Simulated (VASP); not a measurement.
# Tl in VASP: notebook

The runs below take Tl through single point, with PBE+D3(BJ).

All numbers are computed with VASP 6.6.1; they aren't measurements. Logs are shortened: lines on timing, memory, paths and dates and some standing lists are left out, and cuts for length are marked.

## (1) The cell of the first run

The structure is cubic, space group Im-3m (No. 229). The conventional cell has a = 3.688 Å, b = 3.688 Å, c = 3.688 Å, α = 90.00°, β = 90.00°, γ = 90.00°. Tl (site symmetry m-3m) has 14 Tl at 3.19 to 3.69 Å within 4.2 Å.

This isn't the form of Tl at room conditions, which is hcp.

## (2) Single point, PBE+D3(BJ) (strain -0.050 along x and y, -0.050 along z)

The input, INCAR:

```
SYSTEM = Tl
PREC = Accurate
ENCUT = 520
EDIFF = 1E-6
ISMEAR = 0
SIGMA = 0.15
LREAL = .FALSE.
LASPH = .TRUE.
NELM = 100
ALGO = Normal
ISIF = 2
LWAVE = .FALSE.
LCHARG = .TRUE.
GGA = PE
IVDW = 12
LELF = .TRUE.
LVHAR = .TRUE.
NBANDS = 12
```

The input, KPOINTS:

```
regular mesh
0
G
  18 18 18
  0 0 0
```

The input, POSCAR:

```
Tl
1.0
   -1.8439500000      1.8439500000      1.8439500000
    1.8439500000     -1.8439500000      1.8439500000
    1.8439500000      1.8439500000     -1.8439500000
Tl
1
Direct
    0.0000000000      0.0000000000      0.0000000000
```

Potentials or basis: VASP PAW PBE potentials, release 64 (Tl_d).

Command:

```sh
$ cat potpaw_PBE.64/Tl_d/POTCAR > POTCAR
$ mpirun -np 1 vasp_std > vasp.out
```

OUTCAR:

```text
SYSTEM = Tl
   PREC = Accurate
   ENCUT = 520
   EDIFF = 1E-6
   ISMEAR = 0
   LREAL = .FALSE.
   LASPH = .TRUE.
   NELM = 100
   ISIF = 2
   GGA = PE
   IVDW = 12
 IVDW          = 12

 ion  position               nearest neighbor table
   1  0.000  0.000  0.000-

  LATTYP: Found a body centered cubic cell.
 ALAT       =     3.6879000000

  Lattice vectors:

 A1 = (  -1.8439500000,   1.8439500000,   1.8439500000)
 A2 = (   1.8439500000,  -1.8439500000,   1.8439500000)
 A3 = (   1.8439500000,   1.8439500000,  -1.8439500000)

Analysis of symmetry for initial positions (statically):
=====================================================================
 Subroutine PRICEL returns:
 Original cell was already a primitive cell.

 Routine SETGRP: Setting up the symmetry group for a
 body centered cubic supercell.

 Subroutine GETGRP returns: Found 48 space group operations
 (whereof 48 operations were pure point group operations)
 out of a pool of 48 trial point group operations.

The static configuration has the point symmetry O_h .

Analysis of symmetry for dynamics (positions and initial velocities):
=====================================================================
 Subroutine PRICEL returns:
 Original cell was already a primitive cell.

 Routine SETGRP: Setting up the symmetry group for a
 body centered cubic supercell.

 Subroutine GETGRP returns: Found 48 space group operations
 (whereof 48 operations were pure point group operations)
 out of a pool of 48 trial point group operations.

The dynamic configuration has the point symmetry O_h .

 Subroutine INISYM returns: Found 48 space group operations
 (whereof 48 operations are pure point group operations),
 and found     1 'primitive' translations

----------------------------------------------------------------------------------------

                                     Primitive cell

  volume of cell :      25.0788

  direct lattice vectors                    reciprocal lattice vectors
    -1.843950000  1.843950000  1.843950000     0.000000000  0.271157027  0.271157027
     1.843950000 -1.843950000  1.843950000     0.271157027  0.000000000  0.271157027
     1.843950000  1.843950000 -1.843950000     0.271157027  0.271157027  0.000000000

  length of vectors
     3.193815087  3.193815087  3.193815087     0.383473945  0.383473945  0.383473945

  position of ions in fractional coordinates (direct lattice)
     0.000000000  0.000000000  0.000000000

  ion indices of the primitive-cell ions
   primitive index   ion index
                 1           1

----------------------------------------------------------------------------------------

 KPOINTS: regular mesh

Automatic generation of k-mesh.
 Grid dimensions read from file:
 generate k-points for:   18   18   18

 Generating k-lattice:

  Cartesian coordinates                     Fractional coordinates (reciprocal lattice)
     0.000000000  0.015064279  0.015064279     0.055555556  0.000000000  0.000000000
     0.015064279  0.000000000  0.015064279     0.000000000  0.055555556  0.000000000
     0.015064279  0.015064279  0.000000000     0.000000000  0.000000000  0.055555556

  Length of vectors
     0.021304108  0.021304108  0.021304108

  Shift w.r.t. Gamma in fractional coordinates (k-lattice)
     0.000000000  0.000000000  0.000000000

 Subroutine IBZKPT returns following result:
 ===========================================

 Found    195 irreducible k-points:

 Following reciprocal coordinates:
            Coordinates               Weight
  0.000000  0.000000  0.000000      1.000000
  0.055556  0.000000  0.000000     12.000000
  0.111111  0.000000  0.000000     12.000000
  0.166667  0.000000  0.000000     12.000000
  0.222222  0.000000  0.000000     12.000000
  0.277778  0.000000  0.000000     12.000000
[... 16 lines left out ...]
  0.333333  0.111111 -0.000000     48.000000
  0.388889  0.111111  0.000000     48.000000
 [... further k-points ...]
   k-points           NKPTS =    195   k-points in BZ     NKDIM =    195   number of bands    NBANDS=     12
   number of dos      NEDOS =    301   number of ions     NIONS =      1
   total plane-waves  NPLWV =  13824
   dimension x,y,z NGX =    24 NGY =   24 NGZ =   24
   dimension x,y,z NGXF=    48 NGYF=   48 NGZF=   48
   ions per type =               1
   NGX,Y,Z   is equivalent  to a cutoff of  12.49, 12.49, 12.49 a.u.
   NGXF,Y,Z  is equivalent  to a cutoff of  24.99, 24.99, 24.99 a.u.
 SYSTEM =  Tl
   PREC   = accura    normal or accurate (medium, high low for compatibility)
   ISTART =      0    job   : 0-new  1-cont  2-samecut
   ICHARG =      2    charge: 1-file 2-atom 10-const
   ISPIN  =      1    spin polarized calculation?
   LNONCOLLINEAR =      F non collinear calculations
   LSORBIT =      F    spin-orbit coupling
   LASPH  =      T    aspherical Exc in radial PAW
   ENCUT  =  520.0 eV  38.22 Ry    6.18 a.u.   5.94  5.94  5.94*2*pi/ulx,y,z
   NELM   =    100;   NELMIN=  2; NELMDL= -5     # of ELM steps
   EDIFF  = 0.1E-05   stopping-criterion for ELM
   LREAL  =      F    real-space projection
   EDIFFG = 0.1E-04   stopping-criterion for IOM
   NSW    =      0    number of steps for IOM
   IBRION =     -1    ionic relax: 0-MD 1-quasi-New 2-CG
   NFREE  =      0    steps in history (QN), initial steepest desc. (CG)
   ISIF   =      2    stress and relaxation
   ISYM   =      2    0-nonsym 1-usesym 2-fastsym
   POTIM  = 0.5000    time-step for ionic-motion
   TEBEG  =    0.0;   TEEND  =   0.0 temperature during run
   PSTRESS=    0.0 pullay stress
   NELECT =      13.0000    total number of electrons
   NUPDOWN=      -1.0000    fix difference up-down
   EMIN   =  10.00;   EMAX   =-10.00  energy-range for DOS
   EFERMI =   0.00;   METHOD = LEGACY
   ISMEAR =     0;   SIGMA  =   0.15  broadening in eV -4-tet -1-fermi 0-gaus
   EFERMI_NEDOS =   21; number of points for ismear=-14 and -15
   IALGO  =     38    algorithm
   IMIX   =      4    mixing-type and parameters
     AMIX     =   0.40;   BMIX     =  1.00
     AMIX_MAG =   1.60;   BMIX_MAG =  1.00
  volume/ion in A,a.u.               =      25.08       169.24
  Fermi-wavevector in a.u.,A,eV,Ry     =   1.315084  2.485148 23.530539  1.729446
  Thomas-Fermi vector in A             =   2.445291
   LORBIT       =      0    0 simple, 1 ext, 2 COOP (PROOUT), +10 PAW based schemes
   GGA     = PE    functional components
   LHFCALC =     F    Hartree Fock is set to
   AEXX    =    0.0000 exact exchange contribution
   IVDW    =    12    specifies the selected vdW correction
   LEPSILON=     F    determine dielectric tensor
   LRPA    =     F    only Hartree local field effects (RPA)
 non-spin polarized calculation
 Gauss-broadening in eV      SIGMA  =   0.15
  energy-cutoff  :      520.00
  volume of cell :       25.08
 maximum number of plane-waves:       688
   NGX = 11   NGY = 11   NGZ = 11

 number of electron      13.0000004 magnetization

 Free energy of the ion-electron system (eV)
  ---------------------------------------------------
  ext. energy  EPLUGINS =         0.00000000
  ---------------------------------------------------
  free energy    TOTEN  =        -2.05533875 eV

  energy without entropy =       -2.05176511  energy(sigma->0) =       -2.05355193

 E-fermi :   8.0880     XC(G=0): -10.8673

 val. band max:        8.0521884636   @ k =  -0.4444  -0.4444   0.2778
 cond. band min:       8.0924938698   @ k =  -0.3889   0.4444   0.2222
 fundamental gap:      0.0403054062
 Fermi energy:         8.0879545683

 k-point     1 :       0.0000    0.0000    0.0000
  band No.  band energies     occupation
      1      -3.8555      2.00000
      2      -3.8555      2.00000
      3      -3.8555      2.00000
      4      -3.2701      2.00000
      5      -3.2701      2.00000
      6      -2.9477      2.00000
      7      20.4199      0.00000
      8      20.4199      0.00000
      9      20.4199      0.00000
     10      20.6810      0.00000
     11      20.6810      0.00000
     12      20.6810      0.00000

 k-point     2 :       0.0556    0.0000    0.0000
  band No.  band energies     occupation
      1      -3.8636      2.00000
      2      -3.8507      2.00000
      3      -3.8289      2.00000
      4      -3.2793      2.00000
      5      -3.2701      2.00000
      6      -2.8683      2.00000
      7      19.4502      0.00000
      8      20.0938      0.00000
      9      20.1287      0.00000
     10      20.5301      0.00000
     11      20.6654      0.00000
     12      20.7245      0.00000

 k-point     3 :       0.1111    0.0000    0.0000
  band No.  band energies     occupation
      1      -3.8868      2.00000
      2      -3.8448      2.00000
      3      -3.7513      2.00000
      4      -3.3045      2.00000
      5      -3.2698      2.00000
      6      -2.6225      2.00000
      7      17.4729      0.00000
      8      19.2980      0.00000
      9      19.3778      0.00000
     10      20.2754      0.00000
     11      20.6234      0.00000
     12      20.9963      0.00000
[... 286 lines left out ...]
 k-point    23 :       0.3333    0.1111   -0.0000
  band No.  band energies     occupation
      1      -4.0744      2.00000
      2      -3.9930      2.00000
      3      -3.3428      2.00000
      4      -3.2894      2.00000
      5      -3.0625      2.00000
      6       1.4035      2.00000
      7       7.5456      2.00000
      8      13.2779      0.00000
      9      15.5942      0.00000
     10      20.2201      0.00000
     11      22.1126      0.00000
     12      23.5847      0.00000

 k-point    24 :       0.3889    0.1111    0.0000
  band No.  band energies     occupation
      1      -4.0996      2.00000
      2      -4.0253      2.00000
      3      -3.3241      2.00000
      4      -3.2920      2.00000
      5      -2.9787      2.00000
      6       2.5351      2.00000
      7       5.9977      2.00000
      8      12.9646      0.00000
      9      15.3394      0.00000
     10      20.1677      0.00000
     11      22.0432      0.00000
     12      24.2627      0.00000

 [... further k-points ...]

------------------------ aborting loop because EDIFF is reached ----------------------------------------

 Edisp (eV)   -0.39247

 E8    (eV) :    -0.2054

  FORCE on cell =-STRESS in cart. coord.  units (eV):
  Direction    XX          YY          ZZ          XY          YZ          ZX
  --------------------------------------------------------------------------------------
  -------------------------------------------------------------------------------------
  Total       1.28623     1.28623     1.28623     0.00000     0.00000    -0.00000
  in kB      82.17159    82.17159    82.17159     0.00000     0.00000    -0.00000
  external pressure =       82.17 kB  Pullay stress =        0.00 kB

 VOLUME and BASIS-vectors are now :
 -----------------------------------------------------------------------------
  energy-cutoff  :      520.00
  volume of cell :       25.08
      direct lattice vectors                 reciprocal lattice vectors
    -1.843950000  1.843950000  1.843950000     0.000000000  0.271157027  0.271157027
     1.843950000 -1.843950000  1.843950000     0.271157027  0.000000000  0.271157027
     1.843950000  1.843950000 -1.843950000     0.271157027  0.271157027  0.000000000

 POSITION                                       TOTAL-FORCE (eV/Angst)
 -----------------------------------------------------------------------------------
      0.00000      0.00000      0.00000         0.000000     -0.000000     -0.000000
 -----------------------------------------------------------------------------------
    total drift:                                0.000000      0.000000      0.000000

  FREE ENERGIE OF THE ION-ELECTRON SYSTEM (eV)
  ---------------------------------------------------
  free  energy   TOTEN  =        -2.4478050559 eV

  energy  without entropy=       -2.4442314172  energy(sigma->0) =       -2.44601824
```

Wall time 21 s (1 thread of AMD EPYC 9R45 (Zen 5), shared host); peak memory 0.16 GiB.

Results:

```
Free energy                : -2.4478 eV
Pressure                   : 8.2 GPa
Band gap on the k mesh     : zero (an odd number of electrons rules out a gap without spin polarisation)
Dispersion energy per atom : -0.392 eV
```

Caveat: the cell differs from its parent crystal (strain -0.050 along x and y, -0.050 along z); the cell stands under pressure; spin-orbit coupling is left out, which moves the levels of the heavy elements.

## (3) Single point, PBE+D3(BJ) (strain +0.050 along x and y, +0.050 along z)

The input, INCAR:

```
SYSTEM = Tl
PREC     = Accurate       ! precision mode
ENCUT    = 520            ! plane-wave cutoff, eV
EDIFF    = 1E-6           ! SCF threshold, eV
ISMEAR   = 0              ! smearing method
SIGMA    = 0.15           ! smearing width, eV
LREAL    = .FALSE.        ! projectors in reciprocal space
LASPH    = .TRUE.         ! aspherical terms in the spheres
NELM     = 100            ! most SCF steps
ALGO     = Normal         ! electronic algorithm
ISIF     = 2              ! what is computed and relaxed
LWAVE    = .FALSE.        ! write WAVECAR
LCHARG   = .FALSE.        ! write CHGCAR
GGA      = PE             ! functional
IVDW     = 12             ! dispersion correction
NBANDS   = 12             ! bands
```

KPOINTS is that of step 2.

The input, POSCAR:

```
Tl
1.0
   -2.0380500000      2.0380500000      2.0380500000
    2.0380500000     -2.0380500000      2.0380500000
    2.0380500000      2.0380500000     -2.0380500000
Tl
1
Direct
    0.0000000000      0.0000000000      0.0000000000
```

Potentials or basis: VASP PAW PBE potentials, release 64 (Tl_d).

Command:

```sh
$ cat potpaw_PBE.64/Tl_d/POTCAR > POTCAR
$ mpirun -np 1 vasp_std > vasp.out
```

Wall time 33 s (1 thread of AMD EPYC 9R45 (Zen 5), shared host); peak memory 0.19 GiB.

The run converged. Its results:

```yaml
Free_energy: -2.4985 eV
Pressure: -3.1 GPa
Band_gap_on_the_k_mesh: zero (an odd number of electrons rules out a gap without spin polarisation)
Dispersion_energy_per_atom: -0.288 eV
```

Levels at points of the mesh, in eV from the Fermi level:
```
           k point  band 4  band 5  band 6  band 7  band 8  band 9
(0.00, 0.00, 0.00)  -11.25  -11.25   -9.04    9.11    9.11    9.11
(0.50, 0.00, 0.00)  -11.25  -11.06   -5.15   -2.15    5.09    6.52
(0.50, 0.50, 0.50)  -11.11  -11.11   -2.52    1.40    1.40    1.40
```

Caveat: the cell differs from its parent crystal (strain +0.050 along x and y, +0.050 along z); the cell stands under tension; spin-orbit coupling is left out, which moves the levels of the heavy elements.

## (4) Single point, PBE+D3(BJ) (strain -0.050 along x and y, -0.025 along z)

The input, INCAR:

```
SYSTEM = Tl
ALGO = Fast
EDIFF = 1E-7
ENCUT = 520
GGA = PE
ISIF = 2
ISMEAR = 0
IVDW = 12
LASPH = .TRUE.
LCHARG = .TRUE.
LELF = .TRUE.
LREAL = .FALSE.
LVHAR = .TRUE.
LWAVE = .FALSE.
NBANDS = 12
NELM = 100
PREC = Accurate
SIGMA = 0.15
```

The input, KPOINTS:

```
k-points
0
G
  18 18 18
  0 0 0
```

The input, POSCAR:

```
Tl
1.0
   -1.8439500000      1.8439500000      1.8924750000
    1.8439500000     -1.8439500000      1.8924750000
    1.8439500000      1.8439500000     -1.8924750000
Tl
1
Direct
    0.0000000000      0.0000000000      0.0000000000
```

Potentials or basis: VASP PAW PBE potentials, release 64 (Tl_d).

Command:

```sh
$ cat potpaw_PBE.64/Tl_d/POTCAR > POTCAR
$ mpirun -np 1 vasp_std > vasp.out
```

OUTCAR:

```text
SYSTEM = Tl
   EDIFF = 1E-7
   ENCUT = 520
   GGA = PE
   ISIF = 2
   ISMEAR = 0
   IVDW = 12
   LASPH = .TRUE.
   LREAL = .FALSE.
   NELM = 100
   PREC = Accurate
 IVDW          = 12

 ion  position               nearest neighbor table
   1  0.000  0.000  0.000-

  LATTYP: Found a body centered tetragonal cell.
 ALAT       =     3.6879000000
 C/A-ratio  =     1.0263157895

  Lattice vectors:

 A1 = (  -1.8439500000,   1.8439500000,   1.8924750000)
 A2 = (   1.8439500000,  -1.8439500000,   1.8924750000)
 A3 = (   1.8439500000,   1.8439500000,  -1.8924750000)

[... 542 lines left out ...]
------------------------ aborting loop because EDIFF is reached ----------------------------------------

 Edisp (eV)   -0.38194

 E8    (eV) :    -0.1998

  FORCE on cell =-STRESS in cart. coord.  units (eV):
  Direction    XX          YY          ZZ          XY          YZ          ZX
  --------------------------------------------------------------------------------------
  -------------------------------------------------------------------------------------
  Total       1.05827     1.05827     0.98355     0.00000     0.00000     0.00000
  in kB      65.87476    65.87476    61.22350     0.00000     0.00000     0.00000
  external pressure =       64.32 kB  Pullay stress =        0.00 kB

 VOLUME and BASIS-vectors are now :
 -----------------------------------------------------------------------------
  energy-cutoff  :      520.00
  volume of cell :       25.74
      direct lattice vectors                 reciprocal lattice vectors
    -1.843950000  1.843950000  1.892475000     0.000000000  0.271157027  0.264204283
     1.843950000 -1.843950000  1.892475000     0.271157027  0.000000000  0.264204283
     1.843950000  1.843950000 -1.892475000     0.271157027  0.271157027  0.000000000

 POSITION                                       TOTAL-FORCE (eV/Angst)
 -----------------------------------------------------------------------------------
      0.00000      0.00000      0.00000         0.000000     -0.000000      0.000000
 -----------------------------------------------------------------------------------
    total drift:                               -0.000000      0.000000      0.000000

  FREE ENERGIE OF THE ION-ELECTRON SYSTEM (eV)
  ---------------------------------------------------
  free  energy   TOTEN  =        -2.4777693882 eV

  energy  without entropy=       -2.4743287505  energy(sigma->0) =       -2.47604907
```

OSZICAR:

```text
N       E                     dE             d eps       ncg     rms          rms(c)
DAV:   1     0.506776359147E+02    0.50678E+02   -0.67877E+03 12448   0.955E+02
DAV:   2    -0.153103611205E+01   -0.52209E+02   -0.51162E+02 13184   0.216E+02
DAV:   3    -0.212949544947E+01   -0.59846E+00   -0.59805E+00 13584   0.208E+01
DAV:   4    -0.213202099446E+01   -0.25255E-02   -0.25254E-02 13056   0.157E+00
DAV:   5    -0.213204868532E+01   -0.27691E-04   -0.27691E-04 13428   0.158E-01    0.315E+00
RMM:   6    -0.210196759614E+01    0.30081E-01   -0.35160E-02 11569   0.156E+00    0.210E+00
RMM:   7    -0.209626656146E+01    0.57010E-02   -0.18430E-02 11748   0.123E+00    0.736E-01
RMM:   8    -0.209583137906E+01    0.43518E-03   -0.16214E-03 12088   0.338E-01    0.660E-02
RMM:   9    -0.209582698584E+01    0.43932E-05   -0.12974E-04 13120   0.109E-01    0.371E-02
RMM:  10    -0.209582637634E+01    0.60950E-06   -0.23502E-05 12725   0.462E-02    0.262E-03
RMM:  11    -0.209582658096E+01   -0.20463E-06   -0.47747E-06 13176   0.189E-02    0.144E-03
RMM:  12    -0.209582636573E+01    0.21524E-06   -0.83613E-07 12671   0.817E-03    0.706E-04
RMM:  13    -0.209582649119E+01   -0.12546E-06   -0.25433E-07  8787   0.378E-03    0.366E-04
RMM:  14    -0.209582647272E+01    0.18473E-07   -0.43917E-08  7157   0.163E-03
   1 F= -.24777694E+01 E0= -.24760491E+01  d E =-.344064E-02
```

stdout:

```text
POSCAR found type information on POSCAR Tl
 POSCAR found :  1 types and       1 ions
 scaLAPACK will be used
 LDA part: xc-table for (Slater+PW92), standard interpolation
 POSCAR, INCAR and KPOINTS ok, starting setup
 FFT: planning ... GRIDC
 FFT: planning ... GRID_SOFT
 FFT: planning ... GRID
 WAVECAR not read
 entering main loop
```

It took 67 s on 1 thread of AMD EPYC 9R45 (Zen 5), shared host; peak memory 0.23 GiB.

Results:

```yaml
Free_energy: -2.4778 eV
Pressure: 6.4 GPa
Band_gap_on_the_k_mesh: zero (an odd number of electrons rules out a gap without spin polarisation)
Dispersion_energy_per_atom: -0.382 eV
```

Stress tensor (GPa, compression positive):
```
6.59 0.00 0.00
0.00 6.59 0.00
0.00 0.00 6.12
```

Caveat: the cell differs from its parent crystal (strain -0.050 along x and y, -0.025 along z); the cell stands under pressure; spin-orbit coupling is left out, which moves the levels of the heavy elements.

## (5) The runs side by side

```csv
cell,gap on the mesh (eV),pressure (GPa)
"a = 3.194 Å, angles 109.5°, 1 atom",none,8.2
"a = 3.530 Å, angles 109.5°, 1 atom",none,-3.1
"a = 3.222 Å, angles 110.2, 110.2, 108.1°, 1 atom",none,6.4
```

Alike in all rows: task single point; level PBE+D3(BJ); potentials or basis VASP PAW PBE potentials, release 64 (Tl_d); no spin polarisation; k mesh 18 × 18 × 18; cutoff (eV) 520; smearing gaussian 0.15 eV.

Caveats: spin-orbit coupling is left out, which moves the levels of the heavy elements; the cell stands under pressure (at least some runs); the cell stands under tension (at least some runs).

Absolute energies hang on the potentials; compare differences alone.

The gap in the log of VASP goes by the Fermi energy; the results here count the filled bands.